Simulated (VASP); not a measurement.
# Ge (I4_1/amd) in VASP: notebook

Runs on Ge. Level: PBE. Tasks: single point, relaxation of cell and atoms.

All numbers are computed with VASP 6.6.1; they aren't measurements. Logs are shortened: lines on timing, memory, paths and dates and some standing lists are left out, and cuts for length are marked.

### 1 The cell of the first run

Symmetry: I4_1/amd, No. 141, tetragonal system. The conventional cell has a = 4.965 Å, b = 4.965 Å, c = 2.720 Å, α = 90.00°, β = 90.00°, γ = 90.00°. Within 3.4 Å of Ge (site symmetry -4m2) lie 10 Ge at 2.57 to 3.21 Å.

### 2 Single point, PBE

INCAR reads:

```
SYSTEM = Ge
PREC = Accurate
ENCUT = 520
EDIFF = 1E-6
ISMEAR = -1
SIGMA = 0.1
LREAL = .False.
LASPH = .True.
NELM = 100
ALGO = Normal
ISIF = 2
LWAVE = .False.
LCHARG = .True.
GGA = PE
LELF = .True.
LVHAR = .True.
NBANDS = 21
```

KPOINTS reads:

```
Automatic mesh
0
Gamma
  18 18 18
  0 0 0
```

POSCAR reads:

```
Ge
1.0
   -2.4825491755      2.4825491755      1.3598015795
    2.4825491755     -2.4825491755      1.3598015795
    2.4825491755      2.4825491755     -1.3598015795
Ge
2
Direct
    0.2500000000      0.7500000000      0.5000000000
    0.5000000000      0.5000000000      0.0000000000
```

Potentials or basis: VASP PAW PBE potentials, release 64 (Ge_d).

Run with:

```sh
$ cat potpaw_PBE.64/Ge_d/POTCAR > POTCAR
$ mpirun -np 1 vasp_std > vasp.out
```

OUTCAR:

```text
SYSTEM = Ge
   PREC = Accurate
   ENCUT = 520
   EDIFF = 1E-6
   ISMEAR = -1
   LREAL = .False.
   LASPH = .True.
   NELM = 100
   ISIF = 2
   GGA = PE

 ion  position               nearest neighbor table
   1  0.250  0.750  0.500-   2 2.57   2 2.57   2 2.57   2 2.57
   2  0.500  0.500  0.000-   1 2.57   1 2.57   1 2.57   1 2.57

  LATTYP: Found a body centered tetragonal cell.
 ALAT       =     4.9650983510
 C/A-ratio  =     0.5477440660

  Lattice vectors:

 A1 = (  -2.4825491755,   2.4825491755,   1.3598015795)
 A2 = (   2.4825491755,  -2.4825491755,   1.3598015795)
 A3 = (   2.4825491755,   2.4825491755,  -1.3598015795)

Analysis of symmetry for initial positions (statically):
=====================================================================
 Subroutine PRICEL returns:
 Original cell was already a primitive cell.

 Routine SETGRP: Setting up the symmetry group for a
 body centered tetragonal supercell.

 Subroutine GETGRP returns: Found 16 space group operations
 (whereof  8 operations were pure point group operations)
 out of a pool of 16 trial point group operations.

The static configuration has the point symmetry D_2d.
 The point group associated with its full space group is D_4h.

Analysis of symmetry for dynamics (positions and initial velocities):
=====================================================================
 Subroutine PRICEL returns:
 Original cell was already a primitive cell.

 Routine SETGRP: Setting up the symmetry group for a
 body centered tetragonal supercell.

 Subroutine GETGRP returns: Found 16 space group operations
 (whereof  8 operations were pure point group operations)
 out of a pool of 16 trial point group operations.

The dynamic configuration has the point symmetry D_2d.
 The point group associated with its full space group is D_4h.

 Subroutine INISYM returns: Found 16 space group operations
 (whereof  8 operations are pure point group operations),
 and found     1 'primitive' translations

----------------------------------------------------------------------------------------

                                     Primitive cell

  volume of cell :      33.5221

  direct lattice vectors                    reciprocal lattice vectors
    -2.482549175  2.482549175  1.359801580     0.000000000  0.201405879  0.367700705
     2.482549175 -2.482549175  1.359801580     0.201405879  0.000000000  0.367700705
     2.482549175  2.482549175 -1.359801580     0.201405879  0.201405879  0.000000000

  length of vectors
     3.764991521  3.764991521  3.764991521     0.419247107  0.419247107  0.284830926

  position of ions in fractional coordinates (direct lattice)
     0.250000000  0.750000000  0.500000000
     0.500000000  0.500000000  0.000000000

  ion indices of the primitive-cell ions
   primitive index   ion index
                 1           1
                 2           2

----------------------------------------------------------------------------------------

 KPOINTS: Automatic mesh

Automatic generation of k-mesh.
 Grid dimensions read from file:
 generate k-points for:   18   18   18

 Generating k-lattice:

  Cartesian coordinates                     Fractional coordinates (reciprocal lattice)
     0.000000000  0.011189216  0.020427817     0.055555556 -0.000000000  0.000000000
     0.011189216  0.000000000  0.020427817    -0.000000000  0.055555556  0.000000000
     0.011189216  0.011189216  0.000000000     0.000000000  0.000000000  0.055555556

  Length of vectors
     0.023291506  0.023291506  0.015823940

  Shift w.r.t. Gamma in fractional coordinates (k-lattice)
     0.000000000  0.000000000  0.000000000

 Subroutine IBZKPT returns following result:
 ===========================================

 Found    480 irreducible k-points:

 Following reciprocal coordinates:
            Coordinates               Weight
  0.000000  0.000000  0.000000      1.000000
  0.055556  0.000000 -0.000000      8.000000
  0.111111  0.000000 -0.000000      8.000000
  0.166667  0.000000  0.000000      8.000000
  0.222222  0.000000 -0.000000      8.000000
  0.277778  0.000000 -0.000000      8.000000
[... 16 lines left out ...]
 -0.277778  0.055556  0.000000     16.000000
 -0.222222  0.055556  0.000000     16.000000
 [... further k-points ...]
   k-points           NKPTS =    480   k-points in BZ     NKDIM =    480   number of bands    NBANDS=     21
   number of dos      NEDOS =    301   number of ions     NIONS =      2
   total plane-waves  NPLWV =  21952
   dimension x,y,z NGX =    28 NGY =   28 NGZ =   28
   dimension x,y,z NGXF=    56 NGYF=   56 NGZF=   56
   ions per type =               2
   NGX,Y,Z   is equivalent  to a cutoff of  12.36, 12.36, 12.36 a.u.
   NGXF,Y,Z  is equivalent  to a cutoff of  24.73, 24.73, 24.73 a.u.
 SYSTEM =  Ge
   PREC   = accura    normal or accurate (medium, high low for compatibility)
   ISTART =      0    job   : 0-new  1-cont  2-samecut
   ICHARG =      2    charge: 1-file 2-atom 10-const
   ISPIN  =      1    spin polarized calculation?
   LNONCOLLINEAR =      F non collinear calculations
   LSORBIT =      F    spin-orbit coupling
   LASPH  =      T    aspherical Exc in radial PAW
   ENCUT  =  520.0 eV  38.22 Ry    6.18 a.u.   7.00  7.00  7.00*2*pi/ulx,y,z
   NELM   =    100;   NELMIN=  2; NELMDL= -5     # of ELM steps
   EDIFF  = 0.1E-05   stopping-criterion for ELM
   LREAL  =      F    real-space projection
   EDIFFG = 0.1E-04   stopping-criterion for IOM
   NSW    =      0    number of steps for IOM
   IBRION =     -1    ionic relax: 0-MD 1-quasi-New 2-CG
   NFREE  =      0    steps in history (QN), initial steepest desc. (CG)
   ISIF   =      2    stress and relaxation
   ISYM   =      2    0-nonsym 1-usesym 2-fastsym
   POTIM  = 0.5000    time-step for ionic-motion
   TEBEG  =    0.0;   TEEND  =   0.0 temperature during run
   PSTRESS=    0.0 pullay stress
   NELECT =      28.0000    total number of electrons
   NUPDOWN=      -1.0000    fix difference up-down
   EMIN   =  10.00;   EMAX   =-10.00  energy-range for DOS
   EFERMI =   0.00;   METHOD = LEGACY
   ISMEAR =    -1;   SIGMA  =   0.10  broadening in eV -4-tet -1-fermi 0-gaus
   EFERMI_NEDOS =   21; number of points for ismear=-14 and -15
   IALGO  =     38    algorithm
   IMIX   =      4    mixing-type and parameters
     AMIX     =   0.40;   BMIX     =  1.00
     AMIX_MAG =   1.60;   BMIX_MAG =  1.00
  volume/ion in A,a.u.               =      16.76       113.11
  Fermi-wavevector in a.u.,A,eV,Ry     =   1.541761  2.913506 32.341421  2.377027
  Thomas-Fermi vector in A             =   2.647661
   LORBIT       =      0    0 simple, 1 ext, 2 COOP (PROOUT), +10 PAW based schemes
   GGA     = PE    functional components
   LHFCALC =     F    Hartree Fock is set to
   AEXX    =    0.0000 exact exchange contribution
   IVDW    =     0    specifies the selected vdW correction
   LEPSILON=     F    determine dielectric tensor
   LRPA    =     F    only Hartree local field effects (RPA)
 non-spin polarized calculation
  energy-cutoff  :      520.00
  volume of cell :       33.52
 maximum number of plane-waves:       933
   NGX = 13   NGY = 13   NGZ = 13

 number of electron      27.9999991 magnetization

 Free energy of the ion-electron system (eV)
  ---------------------------------------------------
  ext. energy  EPLUGINS =         0.00000000
  ---------------------------------------------------
  free energy    TOTEN  =        -8.39968278 eV

  energy without entropy =       -8.37681741  energy(sigma->0) =       -8.38825009

 E-fermi :   7.9820     XC(G=0): -11.8354

 val. band max:        7.9752297084   @ k =  -0.3333  -0.4444   0.1111
 cond. band min:       7.9934269606   @ k =   0.3333   0.1667   0.0000
 fundamental gap:      0.0181972522
 Fermi energy:         7.9820056830

 k-point     1 :       0.0000    0.0000    0.0000
  band No.  band energies     occupation
      1     -16.9178      2.00000
      2     -16.8477      2.00000
      3     -16.8236      2.00000
      4     -16.8090      2.00000
      5     -16.6742      2.00000
      6     -16.6742      2.00000
[... 13 lines left out ...]
     20      20.1748      0.00000
     21      21.1028      0.00000

 k-point     2 :       0.0556    0.0000   -0.0000
  band No.  band energies     occupation
      1     -16.9163      2.00000
      2     -16.8425      2.00000
      3     -16.8213      2.00000
      4     -16.8025      2.00000
      5     -16.6792      2.00000
      6     -16.6787      2.00000
[... 13 lines left out ...]
     20      20.1844      0.00000
     21      21.2884      0.00000

 k-point     3 :       0.1111    0.0000   -0.0000
  band No.  band energies     occupation
      1     -16.9114      2.00000
      2     -16.8281      2.00000
      3     -16.8148      2.00000
      4     -16.7849      2.00000
      5     -16.6904      2.00000
      6     -16.6865      2.00000
[... 13 lines left out ...]
     20      19.4418      0.00000
     21      19.9089      0.00000

 k-point     4 :       0.1667    0.0000    0.0000
  band No.  band energies     occupation
      1     -16.9034      2.00000
      2     -16.8078      2.00000
      3     -16.8049      2.00000
      4     -16.7624      2.00000
      5     -16.7049      2.00000
      6     -16.6906      2.00000
[... 13 lines left out ...]
     20      18.3459      0.00000
     21      19.2162      0.00000

 k-point     5 :       0.2222    0.0000   -0.0000
  band No.  band energies     occupation
      1     -16.8933      2.00000
      2     -16.7932      2.00000
      3     -16.7880      2.00000
      4     -16.7464      2.00000
      5     -16.7202      2.00000
      6     -16.6859      2.00000
[... 13 lines left out ...]
     20      17.4321      0.00000
     21      19.2719      0.00000
[... 382 lines left out ...]
     20      17.3216      0.00000
     21      20.3277      0.00000

 k-point    22 :      -0.3333    0.0556    0.0000
  band No.  band energies     occupation
      1     -16.8753      2.00000
      2     -16.7810      2.00000
      3     -16.7756      2.00000
      4     -16.7588      2.00000
      5     -16.7263      2.00000
      6     -16.6942      2.00000
[... 13 lines left out ...]
     20      17.2584      0.00000
     21      19.5849      0.00000

 k-point    23 :      -0.2778    0.0556    0.0000
  band No.  band energies     occupation
      1     -16.8857      2.00000
      2     -16.7922      2.00000
      3     -16.7860      2.00000
      4     -16.7571      2.00000
      5     -16.7167      2.00000
      6     -16.6857      2.00000
[... 13 lines left out ...]
     20      17.8824      0.00000
     21      19.1130      0.00000

 k-point    24 :      -0.2222    0.0556    0.0000
  band No.  band energies     occupation
      1     -16.8963      2.00000
      2     -16.8108      2.00000
      3     -16.7980      2.00000
      4     -16.7704      2.00000
      5     -16.7030      2.00000
      6     -16.6833      2.00000
[... 13 lines left out ...]
     20      18.6650      0.00000
     21      19.1853      0.00000

 [... further k-points ...]

------------------------ aborting loop because EDIFF is reached ----------------------------------------

  FORCE on cell =-STRESS in cart. coord.  units (eV):
  Direction    XX          YY          ZZ          XY          YZ          ZX
  --------------------------------------------------------------------------------------
  -------------------------------------------------------------------------------------
  Total        2.7831682      2.7831682      2.7903536      0.0000000      0.0000000      0.0000000
  in kB      133.0205621    133.0205621    133.3639884      0.0000000      0.0000000      0.0000000
  external PRESSURE =     133.1350375 kB  Pullay stress =       0.0000000 kB

 VOLUME and BASIS-vectors are now :
 -----------------------------------------------------------------------------
  energy-cutoff  :      520.00
  volume of cell :       33.52
      direct lattice vectors                 reciprocal lattice vectors
    -2.482549175  2.482549175  1.359801580     0.000000000  0.201405879  0.367700705
     2.482549175 -2.482549175  1.359801580     0.201405879  0.000000000  0.367700705
     2.482549175  2.482549175 -1.359801580     0.201405879  0.201405879  0.000000000

 POSITION                                       TOTAL-FORCE (eV/Angst)
 -----------------------------------------------------------------------------------
      2.48255      0.00000      0.67990         0.000000     -0.000000      0.000000
      0.00000      0.00000      1.35980        -0.000000      0.000000     -0.000000
 -----------------------------------------------------------------------------------
    total drift:                                0.000000     -0.000000      0.000000

  FREE ENERGIE OF THE ION-ELECTRON SYSTEM (eV)
  ---------------------------------------------------
  free  energy   TOTEN  =        -8.3996827760 eV

  energy  without entropy=       -8.3768174095  energy(sigma->0) =       -8.38825009
```

Run time: 3 min. Hardware: 1 thread of AMD EPYC 9R14 (Zen 4), shared host; peak memory 0.34 GiB.

What came out:

| Property | Result |
| --- | --- |
| Free energy | -8.3997 eV |
| Pressure | 13.3 GPa |
| Band gap on the k mesh | zero (band 14 reaches 10.03 eV, above the bottom of band 15 at 3.96 eV) |

Levels at points of the mesh, in eV from the Fermi level:
| k point | band 11 | band 12 | band 13 | band 14 | band 15 | band 16 | band 17 | band 18 |
| --- | --- | --- | --- | --- | --- | --- | --- | --- |
| (0.00, 0.00, 0.00) | -14.23 | -3.61 | -2.61 | -2.61 | 3.08 | 8.38 | 8.38 | 8.79 |
| (0.50, 0.00, 0.00) | -8.40 | -6.91 | -2.49 | -2.25 | -1.63 | 2.30 | 3.93 | 6.08 |
| (0.50, 0.50, 0.00) | -11.22 | -11.22 | 0.62 | 0.62 | 2.26 | 2.26 | 7.98 | 7.98 |
| (0.50, 0.50, 0.50) | -9.17 | -9.17 | -6.61 | -6.61 | 6.38 | 6.38 | 12.39 | 12.39 |

### 3 Relaxation of cell and atoms, PBE, target pressure 13.3 GPa, at which the enthalpy is minimised

INCAR reads:

```
SYSTEM = Ge
ALGO = Normal
EDIFF = 1E-6
EDIFFG = -0.002
ENCUT = 600
GGA = PE
IBRION = 2
ISIF = 3
ISMEAR = -1
LASPH = .True.
LCHARG = .False.
LREAL = .False.
LWAVE = .False.
NELM = 100
NSW = 80
PREC = Accurate
PSTRESS = 133.0
SIGMA = 0.1
```

KPOINTS reads:

```
k-points
0
Gamma
  18 18 18
  0 0 0
```

POSCAR reads:

```
Ge
1.0
   -2.4538459942      2.4538459942      1.3910610919
    2.4538459942     -2.4538459942      1.3910610919
    2.4538459942      2.4538459942     -1.3910610919
Ge
2
Direct
    0.2500000000      0.7500000000      0.5000000000
    0.5000000000      0.5000000000      0.0000000000
```

Potentials or basis: VASP PAW PBE potentials, release 64 (Ge_d).

Run with:

```sh
$ cat potpaw_PBE.64/Ge_d/POTCAR > POTCAR
$ mpirun -np 1 vasp_std > vasp.out
```

Wall time 16 min (1 thread of AMD EPYC 9R14 (Zen 4), shared host); peak memory 0.38 GiB.

It converged, with:

| Quantity | Value |
| --- | --- |
| Free energy | -8.4015 eV |
| Relaxed volume | 16.77 Å³/atom |
| Relaxed cell | a = 3.766 Å, b = 3.766 Å, c = 3.766 Å, α = 97.50°, β = 97.50°, γ = 137.65° |
| Space group after relaxing (to 0.05 Å) | I4_1/amd (No. 141) |
| Energy change on relaxing (the enthalpy is what falls) | -6.9 meV/atom |
| Ionic steps | 10 |
| Pressure after relaxing | 13.3 GPa |
| Band gap on the k mesh | zero (band 14 reaches 10.02 eV, above the bottom of band 15 at 3.95 eV) |

Step by step:
```
step  energy change (eV)  largest force (eV/Å)  pressure (GPa)  volume (Å³)
   1              0.0000                0.0000           13.67        33.50
   2             -0.0241                0.0000           12.73        33.69
   3             -0.0295                0.0000           12.63        33.74
   4             -0.0311                0.0000           12.61        33.76
   5             -0.0013                0.0000           13.78        33.40
   6             -0.0131                0.0000           13.33        33.53
   7             -0.0134                0.0000           13.30        33.54
   8             -0.0136                0.0000           13.28        33.54
   9             -0.0136                0.0000           13.34        33.54
  10             -0.0137                0.0000           13.30        33.54
```

Final structure:
```yaml
crystal:
  lattice:
    - [-2.48295, 2.48295, 1.36019]
    - [2.48295, -2.48295, 1.36019]
    - [2.48295, 2.48295, -1.36019]
  atoms:
    - { symbol: Ge, position: [0.25000, 0.75000, 0.50000] }
    - { symbol: Ge, position: [0.50000, 0.50000, 0.00000] }
```

Levels at points of the mesh, in eV from the Fermi level:
```tsv
k point	band 11	band 12	band 13	band 14	band 15	band 16	band 17	band 18
(0.00, 0.00, 0.00)	-14.22	-3.61	-2.61	-2.61	3.08	8.38	8.38	8.78
(0.50, 0.00, 0.00)	-8.39	-6.91	-2.49	-2.25	-1.63	2.30	3.93	6.08
(0.50, 0.50, 0.00)	-11.22	-11.22	0.62	0.62	2.26	2.26	7.97	7.97
(0.50, 0.50, 0.50)	-9.17	-9.17	-6.60	-6.60	6.37	6.37	12.38	12.38
```

Caveat: the cell is relaxed towards a set pressure, so the enthalpy falls and the energy may rise.

(Part 1 of 2 ends here.)
